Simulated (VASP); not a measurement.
Crystal: BP.

```
CELL_PARAMETERS angstrom
0.00000 2.26832 2.26832
2.26832 0.00000 2.26832
2.26832 2.26832 0.00000
ATOMIC_POSITIONS crystal
B 0.00000 0.00000 0.00000
P 0.25000 0.25000 0.25000
```

Base run:

```yaml
Program: VASP 6.6.1
Functional: HSE06
Potentials_or_basis: VASP PAW PBE potentials, release 64 (B, P)
Cutoff: 520 eV
k_mesh: 6 × 6 × 6
Occupations: gaussian, width 0.01 eV
Spin: no spin polarisation
```

Its results: band gap on the k mesh 2.06 eV (least direct gap 4.34 eV); pressure -1.9 GPa.

**Question.** The run is repeated on the same cell with these changes: functional from HSE06 to r2SCAN0. What comes out?

**Answer.** Band gap on the k mesh 2.89 eV (least direct gap 5.16 eV); pressure -2.7 GPa.

Caveats: the PAW data sets were made with another functional, which shifts forces and pressure a little.

A k mesh can miss the band edges.
